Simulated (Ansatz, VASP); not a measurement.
## Two plane-wave programs on Na

```
Na
1.0
     0.00000    2.68774    2.68774
     2.68774    0.00000    2.68774
     2.68774    2.68774    0.00000
Na
1
Direct
  0.00000 0.00000 0.00000
```

Alike in both runs: task relaxation of cell and atoms; functional PBE; k mesh 18 × 18 × 18; occupations gaussian, width 0.1 eV; no spin polarisation.

|  | VASP | Ansatz |
| --- | --- | --- |
| version | VASP 6.6.1 | Ansatz 0.2.0 |
| potentials or method | VASP PAW PBE potentials, release 64 (Na_pv), cutoff 600 eV | scalar-relativistic, plane waves, PAW |
| valence electrons in the cell | 7 | 9 |

VASP gave:

```
gap on the k mesh at the Fermi level, each at its own relaxed structure (eV) : none
relaxed volume (Å³/atom)                                                     : 36.96
relaxed cell length with the largest relative difference (Å)                 : 3.739
```

Question: Estimate Ansatz's values.

Answer: gap on the k mesh at the Fermi level, each at its own relaxed structure (eV): none; relaxed volume (Å³/atom): 36.93; relaxed cell length with the largest relative difference (Å): 3.738.

A gap of «none» marks a metal or a gap that the smearing closes. VASP's potentials hold 7 valence electrons a cell and Ansatz's 9, so a difference there can come from the potentials and not from the codes.
